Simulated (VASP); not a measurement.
A run of VASP 6.6.1:

INCAR

```
  PREC = Accurate
  ENCUT = 600
  EDIFF = 1E-6
  ISMEAR = 0
  SIGMA = 0.1
  LREAL = False
  LASPH = True
  NELM = 60
  ALGO = Normal
  ISIF = 3
  LWAVE = False
  LCHARG = False
  GGA = PE
  IBRION = 2
  NSW = 100
  EDIFFG = -0.01
```

The input KPOINTS:

```
Automatic mesh
0
Gamma
  18 18 12
```

POSCAR

```
B3As
1.0
    3.4292914311      0.0000000000      0.0000000000
   -1.7146457156      2.9698534963      0.0000000000
    0.0000000000      0.0000000000      4.0081888661
B As
3 1
Direct
    0.5000000000      0.0000000000      0.0000000000
    0.0000000000      0.5000000000      0.0000000000
    0.5000000000      0.5000000000      0.0000000000
    0.0000000000      0.0000000000      0.5000000000
```

Potentials or basis: VASP PAW PBE potentials, release 64 (B, As).

Command:

```console
$ cat potpaw_PBE.64/B/POTCAR potpaw_PBE.64/As/POTCAR > POTCAR
$ mpirun -np 1 vasp_std > vasp.out
```

Hardware: 1 thread of Intel(R) Xeon(R) Platinum 8559C (Emerald Rapids), on a shared host.

Q: How long does it take, and how much memory?

A: It took 100 s on 1 thread of Intel(R) Xeon(R) Platinum 8559C (Emerald Rapids), with other jobs on the host, peak memory 0.29 GiB. Counts: scf iterations 26, k points 259, ion steps 4.
